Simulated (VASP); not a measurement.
# Zn (Fm-3m) in VASP: notebook

The runs below take Zn through single point, with r2SCAN.

Program: VASP 6.6.1. These are calculated values, not measurements. Logs are shortened: lines on timing, memory, paths and dates and some standing lists are left out, and cuts for length are marked.

### 1 The cell of the first run

The structure is cubic, space group Fm-3m (No. 225). The conventional cell has a = 3.930 Å, b = 3.930 Å, c = 3.930 Å, α = 90.00°, β = 90.00°, γ = 90.00°. Zn (site symmetry m-3m) has 12 Zn at 2.78 Å within 3.7 Å.

### 2 Single point, r2SCAN

The input, POSCAR:

```
Zn
1.0
    0.0000000000      1.9647760000      1.9647760000
    1.9647760000      0.0000000000      1.9647760000
    1.9647760000      1.9647760000      0.0000000000
Zn
1
Direct
    0.0000000000      0.0000000000      0.0000000000
```

The input, INCAR.step1:

```
SYSTEM = Zn
PREC = Accurate
ENCUT = 520
ISMEAR = 0
SIGMA = 0.025
LREAL = .False.
LASPH = .True.
NELM = 100
NBANDS = 12
GGA = PE
ALGO = Normal
EDIFF = 1E-4
LWAVE = .True.
LCHARG = .False.
```

The input, INCAR.step2:

```
SYSTEM = Zn
PREC = Accurate
ENCUT = 520
EDIFF = 1E-6
ISMEAR = 0
SIGMA = 0.025
LREAL = .False.
LASPH = .True.
NELM = 100
ALGO = Normal
ISIF = 2
LWAVE = .False.
LCHARG = .True.
METAGGA = R2SCAN
LMIXTAU = .True.
LELF = .True.
LVHAR = .True.
NBANDS = 12
ISTART = 1
```

The input, KPOINTS:

```
regular mesh
0
Gamma
  10 10 10
  0 0 0
```

Potentials or basis: VASP PAW PBE potentials, release 64 (Zn).

Run with:

```bash
cat potpaw_PBE.64/Zn/POTCAR > POTCAR
cp INCAR.step1 INCAR
mpirun -np 1 vasp_std > vasp.out
cp INCAR.step2 INCAR
mpirun -np 1 vasp_std > vasp.out
```

OUTCAR:

```text
SYSTEM = Zn
   PREC = Accurate
   ENCUT = 520
   EDIFF = 1E-6
   ISMEAR = 0
   LREAL = .False.
   LASPH = .True.
   NELM = 100
   ISIF = 2
   METAGGA = R2SCAN
   ISTART = 1

 ion  position               nearest neighbor table
   1  0.000  0.000  0.000-

  LATTYP: Found a face centered cubic cell.
 ALAT       =     3.9295520000

  Lattice vectors:

 A1 = (   0.0000000000,   1.9647760000,   1.9647760000)
 A2 = (   1.9647760000,   0.0000000000,   1.9647760000)
 A3 = (   1.9647760000,   1.9647760000,   0.0000000000)

Analysis of symmetry for initial positions (statically):
=====================================================================
 Subroutine PRICEL returns:
 Original cell was already a primitive cell.

 Routine SETGRP: Setting up the symmetry group for a
 face centered cubic supercell.

 Subroutine GETGRP returns: Found 48 space group operations
 (whereof 48 operations were pure point group operations)
 out of a pool of 48 trial point group operations.

The static configuration has the point symmetry O_h .

Analysis of symmetry for dynamics (positions and initial velocities):
=====================================================================
 Subroutine PRICEL returns:
 Original cell was already a primitive cell.

 Routine SETGRP: Setting up the symmetry group for a
 face centered cubic supercell.

 Subroutine GETGRP returns: Found 48 space group operations
 (whereof 48 operations were pure point group operations)
 out of a pool of 48 trial point group operations.

The dynamic configuration has the point symmetry O_h .

 Subroutine INISYM returns: Found 48 space group operations
 (whereof 48 operations are pure point group operations),
 and found     1 'primitive' translations

----------------------------------------------------------------------------------------

                                     Primitive cell

  volume of cell :      15.1694

  direct lattice vectors                    reciprocal lattice vectors
     0.000000000  1.964776000  1.964776000    -0.254481936  0.254481936  0.254481936
     1.964776000  0.000000000  1.964776000     0.254481936 -0.254481936  0.254481936
     1.964776000  1.964776000  0.000000000     0.254481936  0.254481936 -0.254481936

  length of vectors
     2.778612866  2.778612866  2.778612866     0.440775643  0.440775643  0.440775643

  position of ions in fractional coordinates (direct lattice)
     0.000000000  0.000000000  0.000000000

  ion indices of the primitive-cell ions
   primitive index   ion index
[... 75 lines left out ...]
   EDIFFG = 0.1E-04   stopping-criterion for IOM
   NSW    =      0    number of steps for IOM
   IBRION =     -1    ionic relax: 0-MD 1-quasi-New 2-CG
   NFREE  =      0    steps in history (QN), initial steepest desc. (CG)
   ISIF   =      2    stress and relaxation
   ISYM   =      2    0-nonsym 1-usesym 2-fastsym
   POTIM  = 0.5000    time-step for ionic-motion
   TEBEG  =    0.0;   TEEND  =   0.0 temperature during run
   PSTRESS=    0.0 pullay stress
   NELECT =      12.0000    total number of electrons
   NUPDOWN=      -1.0000    fix difference up-down
   EMIN   =  10.00;   EMAX   =-10.00  energy-range for DOS
   EFERMI =   0.00;   METHOD = LEGACY
   ISMEAR =     0;   SIGMA  =   0.03  broadening in eV -4-tet -1-fermi 0-gaus
   EFERMI_NEDOS =   21; number of points for ismear=-14 and -15
   IALGO  =     38    algorithm
   IMIX   =      4    mixing-type and parameters
     AMIX     =   0.40;   BMIX     =  1.00
     AMIX_MAG =   1.60;   BMIX_MAG =  1.00
  volume/ion in A,a.u.               =      15.17       102.37
  Fermi-wavevector in a.u.,A,eV,Ry     =   1.514069  2.861175 31.190044  2.292404
  Thomas-Fermi vector in A             =   2.623775
   LORBIT       =      0    0 simple, 1 ext, 2 COOP (PROOUT), +10 PAW based schemes
   METAGGA = R2SCAN    functional components
   LHFCALC =     F    Hartree Fock is set to
   AEXX    =    0.0000 exact exchange contribution
   IVDW    =     0    specifies the selected vdW correction
   LEPSILON=     F    determine dielectric tensor
   LRPA    =     F    only Hartree local field effects (RPA)
 non-spin polarized calculation
 Gauss-broadening in eV      SIGMA  =   0.03
  energy-cutoff  :      520.00
  volume of cell :       15.17
 maximum number of plane-waves:       423
 NGX is ok and might be reduce to    24
   NGX = 11   NGY = 11   NGZ = 11

 number of electron      12.0000008 magnetization

 Free energy of the ion-electron system (eV)
  ---------------------------------------------------
  ext. energy  EPLUGINS =         0.00000000
  ---------------------------------------------------
  free energy    TOTEN  =        -8.85679783 eV

  energy without entropy =       -8.85610602  energy(sigma->0) =       -8.85645192

 E-fermi :   3.0732     XC(G=0): -12.6750

 val. band max:        3.0644151466   @ k =  -0.4000   0.3000   0.0000
 cond. band min:       3.3572480135   @ k =  -0.4000   0.3000   0.0000
 fundamental gap:      0.2928328669
 Fermi energy:         3.0731758206

 k-point     1 :       0.0000    0.0000    0.0000
  band No.  band energies     occupation
      1      -7.8772      2.00000
      2      -4.9882      2.00000
      3      -4.9881      2.00000
      4      -4.9881      2.00000
      5      -4.6026      2.00000
      6      -4.6026      2.00000
      7      22.3107      0.00000
      8      22.3107      0.00000
      9      22.3107      0.00000
     10      22.6577      0.00000
     11      24.7888      0.00000
     12      24.7888      0.00000
[... 331 lines left out ...]
 k-point    24 :       0.4000    0.3000    0.0000
  band No.  band energies     occupation
      1      -5.5278      2.00000
      2      -5.4475      2.00000
      3      -4.5360      2.00000
      4      -4.5104      2.00000
      5      -4.3311      2.00000
      6      -1.9654      2.00000
      7      10.5140      0.00000
      8      11.0617      0.00000
      9      13.3234      0.00000
     10      16.7755      0.00000
     11      19.7225      0.00000
     12      34.7774      0.00000

 [... further k-points ...]
[... 5 lines left out ...]
  --------------------------------------------------------------------------------------
  -------------------------------------------------------------------------------------
  Total       -0.4170300     -0.4170300     -0.4170300     -0.0000000      0.0000000     -0.0000000
  in kB      -44.0462311    -44.0462311    -44.0462311     -0.0000000      0.0000000     -0.0000000
  external PRESSURE =     -44.0462311 kB  Pullay stress =       0.0000000 kB

 VOLUME and BASIS-vectors are now :
 -----------------------------------------------------------------------------
  energy-cutoff  :      520.00
  volume of cell :       15.17
      direct lattice vectors                 reciprocal lattice vectors
     0.000000000  1.964776000  1.964776000    -0.254481936  0.254481936  0.254481936
     1.964776000  0.000000000  1.964776000     0.254481936 -0.254481936  0.254481936
     1.964776000  1.964776000  0.000000000     0.254481936  0.254481936 -0.254481936

 POSITION                                       TOTAL-FORCE (eV/Angst)
 -----------------------------------------------------------------------------------
      0.00000      0.00000      0.00000         0.000000      0.000000      0.000000
 -----------------------------------------------------------------------------------
    total drift:                                0.000000      0.000000     -0.000000

  FREE ENERGIE OF THE ION-ELECTRON SYSTEM (eV)
  ---------------------------------------------------
  free  energy   TOTEN  =        -8.8567978310 eV

  energy  without entropy=       -8.8561060159  energy(sigma->0) =       -8.85645192
```

OSZICAR.step1:

```text
N       E                     dE             d eps       ncg     rms          rms(c)
DAV:   1     0.426995889541E+02    0.42700E+02   -0.64829E+03  1144   0.157E+03
DAV:   2    -0.187964635484E-02   -0.42701E+02   -0.40546E+02  1164   0.221E+02
DAV:   3    -0.118071993338E+01   -0.11788E+01   -0.11777E+01  1352   0.368E+01
DAV:   4    -0.118302550431E+01   -0.23056E-02   -0.23055E-02  1280   0.160E+00
DAV:   5    -0.118302724869E+01   -0.17444E-05   -0.17445E-05  1040   0.427E-02    0.279E+00
DAV:   6    -0.109055282781E+01    0.92474E-01   -0.49757E-01  1372   0.142E+01    0.214E+00
DAV:   7    -0.108586361722E+01    0.46892E-02   -0.93536E-03  1248   0.189E+00    0.108E+00
DAV:   8    -0.108377938176E+01    0.20842E-02   -0.11282E-03  1340   0.482E-01    0.376E-02
DAV:   9    -0.108378659296E+01   -0.72112E-05   -0.81575E-05   904   0.130E-01
   1 F= -.10837866E+01 E0= -.10835377E+01  d E =-.497688E-03
```

It took 16 s on 1 thread of Intel Xeon 6975P-C (Granite Rapids), shared host; peak memory 0.14 GiB.

What came out:

* Free energy: -8.8568 eV
* Pressure: -4.4 GPa
* Band gap on the k mesh: zero (band 6 reaches 4.13 eV, above the bottom of band 7 at 1.59 eV)

Caveat: the PAW data sets were made with another functional, which shifts forces and pressure a little.

### 3 Single point, r2SCAN

POSCAR is that of step 2.

The input, INCAR.step1:

```
ALGO = Normal
EDIFF = 1E-4
ENCUT = 520
GGA = PE
ISMEAR = 0
LASPH = True
LCHARG = False
LREAL = False
LWAVE = True
NBANDS = 12
NELM = 80
PREC = Accurate
SIGMA = 0.01
```

The input, INCAR.step2:

```
ALGO = Normal
EDIFF = 1E-7
ENCUT = 520
ISIF = 2
ISMEAR = 0
ISTART = 1
LASPH = True
LCHARG = False
LMIXTAU = True
LREAL = False
LWAVE = False
METAGGA = R2SCAN
NBANDS = 12
NELM = 80
PREC = Accurate
SIGMA = 0.01
```

The input, KPOINTS:

```
k-points
0
Gamma
  10 10 10
```

Potentials or basis: VASP PAW PBE potentials, release 64 (Zn).

Run with:

```bash
cat potpaw_PBE.64/Zn/POTCAR > POTCAR
cp INCAR.step1 INCAR
mpirun -np 1 vasp_std > vasp.out
cp INCAR.step2 INCAR
mpirun -np 1 vasp_std > vasp.out
```

Run time: 20 s. Hardware: 1 thread of Intel Xeon 6975P-C (Granite Rapids), shared host; peak memory 0.14 GiB.

Results (log left out):

```yaml
Free_energy: -8.8564 eV
Pressure: -4.5 GPa
Band_gap_on_the_k_mesh: zero (band 6 reaches 4.13 eV, above the bottom of band 7 at 1.59 eV)
```

Levels at points of the mesh, in eV from the Fermi level:
| k point | band 4 | band 5 | band 6 | band 7 | band 8 | band 9 |
| --- | --- | --- | --- | --- | --- | --- |
| (0.00, 0.00, 0.00) | -8.05 | -7.67 | -7.67 | 19.24 | 19.24 | 19.24 |
| (0.50, 0.00, 0.00) | -7.38 | -7.38 | -3.20 | -1.47 | 16.05 | 16.05 |
| (0.50, 0.50, 0.00) | -7.31 | -7.31 | -1.22 | 1.83 | 8.83 | 8.83 |

Caveat: the PAW data sets were made with another functional, which shifts forces and pressure a little.

### 4 Single point, r2SCAN

POSCAR is that of step 3.

The input, INCAR.step1:

```
SYSTEM = Zn
  PREC = Accurate
  ENCUT = 520
  ISMEAR = 0
  SIGMA = 0.005
  LREAL = .FALSE.
  LASPH = .TRUE.
  NELM = 100
  NBANDS = 12
  GGA = PE
  ALGO = Normal
  EDIFF = 1E-4
  LWAVE = .TRUE.
  LCHARG = .FALSE.
```

The input, INCAR.step2:

```
SYSTEM = Zn
  PREC = Accurate
  ENCUT = 520
  EDIFF = 1E-6
  ISMEAR = 0
  SIGMA = 0.005
  LREAL = .FALSE.
  LASPH = .TRUE.
  NELM = 100
  ALGO = Normal
  ISIF = 2
  LWAVE = .FALSE.
  LCHARG = .FALSE.
  METAGGA = R2SCAN
  LMIXTAU = .TRUE.
  NBANDS = 12
  ISTART = 1
```

The input, KPOINTS:

```
regular mesh
0
G
  10 10 10
  0 0 0
```

Run with:

```bash
cat potpaw_PBE.64/Zn/POTCAR > POTCAR
cp INCAR.step1 INCAR
mpirun -np 1 vasp_std > vasp.out
cp INCAR.step2 INCAR
mpirun -np 1 vasp_std > vasp.out
```

Wall time 14 s (1 thread of Intel Xeon 6975P-C (Granite Rapids), shared host); peak memory 0.14 GiB.

Results (log left out):

```
Free energy            : -8.8563 eV
Pressure               : -4.4 GPa
Band gap on the k mesh : zero (band 6 reaches 4.13 eV, above the bottom of band 7 at 1.59 eV)
```

Levels at points of the mesh, in eV from the Fermi level:
```csv
k point,band 3,band 4,band 5,band 6,band 7,band 8,band 9,band 10
"(0.00, 0.00, 0.00)",-8.05,-8.05,-7.67,-7.67,19.24,19.24,19.24,19.59
"(0.50, 0.00, 0.00)",-8.06,-7.38,-7.38,-3.19,-1.47,16.05,16.05,18.23
"(0.50, 0.50, 0.00)",-7.39,-7.30,-7.30,-1.22,1.83,8.83,8.83,12.25
```

Caveat: the PAW data sets were made with another functional, which shifts forces and pressure a little.

### 5 Single point, r2SCAN

POSCAR is that of step 4.

The input, INCAR.step1:

```
PREC = Accurate
ENCUT = 520
ISMEAR = 0
SIGMA = 0.1
LREAL = F
LASPH = T
NELM = 100
NBANDS = 12
GGA = PE
ALGO = Normal
EDIFF = 1E-4
LWAVE = T
LCHARG = F
```

The input, INCAR.step2:

```
PREC = Accurate
ENCUT = 520
EDIFF = 1E-6
ISMEAR = 0
SIGMA = 0.1
LREAL = F
LASPH = T
NELM = 100
ALGO = Normal
ISIF = 2
LWAVE = F
LCHARG = T
METAGGA = R2SCAN
LMIXTAU = T
LELF = T
LVHAR = T
NBANDS = 12
ISTART = 1
```

The input, KPOINTS:

```
regular mesh
0
Gamma
  13 13 13
```

Run with:

```bash
cat potpaw_PBE.64/Zn/POTCAR > POTCAR
cp INCAR.step1 INCAR
mpirun -np 1 vasp_std > vasp.out
cp INCAR.step2 INCAR
mpirun -np 1 vasp_std > vasp.out
```

It took 21 s on 1 thread of Intel Xeon 6975P-C (Granite Rapids), shared host; peak memory 0.15 GiB.

The run converged. Its results:

- Free energy: -8.8589 eV
- Pressure: -4.2 GPa
- Band gap on the k mesh: zero (band 6 reaches 4.05 eV, above the bottom of band 7 at 1.80 eV)

Levels at points of the mesh, in eV from the Fermi level:
| k point | band 4 | band 5 | band 6 | band 7 | band 8 | band 9 |
| --- | --- | --- | --- | --- | --- | --- |
| (0.00, 0.00, 0.00) | -7.91 | -7.53 | -7.53 | 19.38 | 19.38 | 19.38 |

Caveat: the PAW data sets were made with another functional, which shifts forces and pressure a little.

### 6 Single point, r2SCAN

POSCAR is that of step 5.

INCAR.step1 is that of step 5.

Changes to INCAR.step2 since step 5:

```diff
@@ -11,7 +11,5 @@
 LWAVE = F
-LCHARG = T
+LCHARG = F
 METAGGA = R2SCAN
 LMIXTAU = T
-LELF = T
-LVHAR = T
 NBANDS = 12
```

The input, KPOINTS:

```
regular mesh
0
Gamma
  19 19 19
```

Potentials or basis: VASP PAW PBE potentials, release 64 (Zn).

Run with:

```bash
cat potpaw_PBE.64/Zn/POTCAR > POTCAR
cp INCAR.step1 INCAR
mpirun -np 1 vasp_std > vasp.out
cp INCAR.step2 INCAR
mpirun -np 1 vasp_std > vasp.out
```

OUTCAR:

```text
PREC = Accurate
   ENCUT = 520
   EDIFF = 1E-6
   ISMEAR = 0
   LREAL = F
   LASPH = T
   NELM = 100
   ISIF = 2
   METAGGA = R2SCAN
   ISTART = 1

 ion  position               nearest neighbor table
   1  0.000  0.000  0.000-

  LATTYP: Found a face centered cubic cell.
 ALAT       =     3.9295520000

  Lattice vectors:

 A1 = (   0.0000000000,   1.9647760000,   1.9647760000)
 A2 = (   1.9647760000,   0.0000000000,   1.9647760000)
 A3 = (   1.9647760000,   1.9647760000,   0.0000000000)

Analysis of symmetry for initial positions (statically):
=====================================================================
 Subroutine PRICEL returns:
 Original cell was already a primitive cell.

 Routine SETGRP: Setting up the symmetry group for a
 face centered cubic supercell.

 Subroutine GETGRP returns: Found 48 space group operations
 (whereof 48 operations were pure point group operations)
 out of a pool of 48 trial point group operations.

The static configuration has the point symmetry O_h .

Analysis of symmetry for dynamics (positions and initial velocities):
[... 161 lines left out ...]
 cond. band min:       2.9437803899   @ k =  -0.3684   0.4737   0.1053
 fundamental gap:      0.0320408159
 Fermi energy:         2.9388617187

 k-point     1 :       0.0000    0.0000    0.0000
  band No.  band energies     occupation
      1      -7.8786      2.00000
      2      -4.9833      2.00000
      3      -4.9832      2.00000
      4      -4.9832      2.00000
      5      -4.5973      2.00000
      6      -4.5973      2.00000
      7      22.3099      0.00000
      8      22.3100      0.00000
      9      22.3100      0.00000
     10      22.6619      0.00000
     11      24.7939      0.00000
     12      24.7939      0.00000
[... 331 lines left out ...]
 k-point    24 :      -0.2632    0.0526    0.0000
  band No.  band energies     occupation
      1      -5.8991      2.00000
      2      -4.9240      2.00000
      3      -4.8989      2.00000
      4      -4.6994      2.00000
      5      -4.5538      2.00000
      6      -4.2907      2.00000
      7       9.3251      0.00000
      8      17.5946      0.00000
      9      20.8460      0.00000
     10      22.2876      0.00000
     11      24.1069      0.00000
     12      25.1506      0.00000

 [... further k-points ...]
[... 5 lines left out ...]
  --------------------------------------------------------------------------------------
  -------------------------------------------------------------------------------------
  Total       -0.3906876     -0.3906876     -0.3906876      0.0000000     -0.0000000     -0.0000000
  in kB      -41.2639722    -41.2639722    -41.2639722      0.0000000     -0.0000000     -0.0000000
  external PRESSURE =     -41.2639722 kB  Pullay stress =       0.0000000 kB

 VOLUME and BASIS-vectors are now :
 -----------------------------------------------------------------------------
  energy-cutoff  :      520.00
  volume of cell :       15.17
      direct lattice vectors                 reciprocal lattice vectors
     0.000000000  1.964776000  1.964776000    -0.254481936  0.254481936  0.254481936
     1.964776000  0.000000000  1.964776000     0.254481936 -0.254481936  0.254481936
     1.964776000  1.964776000  0.000000000     0.254481936  0.254481936 -0.254481936

 POSITION                                       TOTAL-FORCE (eV/Angst)
 -----------------------------------------------------------------------------------
      0.00000      0.00000      0.00000         0.000000      0.000000      0.000000
 -----------------------------------------------------------------------------------
    total drift:                               -0.000000      0.000000     -0.000000

  FREE ENERGIE OF THE ION-ELECTRON SYSTEM (eV)
  ---------------------------------------------------
  free  energy   TOTEN  =        -8.8558196237 eV

  energy  without entropy=       -8.8542585401  energy(sigma->0) =       -8.85503908
```

Wall time 49 s (1 thread of Intel Xeon 6975P-C (Granite Rapids), shared host); peak memory 0.17 GiB.

What came out:

| Property | Result |
| --- | --- |
| Free energy | -8.8558 eV |
| Pressure | -4.1 GPa |
| Band gap on the k mesh | zero (band 6 reaches 4.98 eV, above the bottom of band 7 at 1.69 eV) |

Levels at points of the mesh, in eV from the Fermi level:
```tsv
k point	band 4	band 5	band 6	band 7	band 8	band 9
(0.00, 0.00, 0.00)	-7.92	-7.54	-7.54	19.37	19.37	19.37
```

Caveat: the PAW data sets were made with another functional, which shifts forces and pressure a little.

### 7 Summary

| k mesh | smearing | gap on the mesh (eV) | pressure (GPa) |
| --- | --- | --- | --- |
| 10 × 10 × 10 | gaussian 0.025 eV | none | -4.4 |
| 10 × 10 × 10 | gaussian 0.01 eV | none | -4.5 |
| 10 × 10 × 10 | gaussian 0.005 eV | none | -4.4 |
| 13 × 13 × 13 | gaussian 0.1 eV | none | -4.2 |
| 19 × 19 × 19 | gaussian 0.1 eV | none | -4.1 |

Alike in all rows: task single point; level r2SCAN; potentials or basis VASP PAW PBE potentials, release 64 (Zn); no spin polarisation; cell as given; cutoff (eV) 520.

Every run on the cell as given and a fine mesh finds a metal.

Caveats: the PAW data sets were made with another functional, which shifts forces and pressure a little.

Total energies depend on the potentials used, so only differences within one code and one set of settings carry meaning.
